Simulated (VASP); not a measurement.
A run of VASP 6.6.1:

Contents of INCAR:

```
PREC = Accurate
ENCUT = 520
EDIFF = 1E-6
ISMEAR = -1
SIGMA = 0.15
LREAL = False
LASPH = True
NELM = 80
ALGO = Normal
ISIF = 2
LWAVE = False
LCHARG = False
GGA = PS
NBANDS = 28
```

KPOINTS

```
Automatic mesh
0
Gamma
  6 6 6
```

POSCAR

```
Ti3Si
1.0
    0.0000000000      3.1443560000      3.1443560000
    3.1443560000      0.0000000000      3.1443560000
    3.1443560000      3.1443560000      0.0000000000
Ti Si
3 1
Direct
    0.7500000000      0.7500000000      0.7500000000
    0.2500000000      0.2500000000      0.2500000000
    0.0000000000      0.0000000000      0.0000000000
    0.5000000000      0.5000000000      0.5000000000
```

Potentials or basis: VASP PAW PBE potentials, release 64 (Ti_sv, Si).

Command:

```bash
$ cat potpaw_PBE.64/Ti_sv/POTCAR potpaw_PBE.64/Si/POTCAR > POTCAR
$ mpirun -np 1 vasp_std > vasp.out
```

Hardware: 1 thread of AMD EPYC 9R45 96-Core Processor (Zen 5), on a shared host.

**Question.** Estimate the wall time of this run.

**Answer.** Wall time 24 s on 1 thread of AMD EPYC 9R45 96-Core Processor (Zen 5), with other jobs on the host, peak memory 0.17 GiB. Counts: scf iterations 15, k points 16.
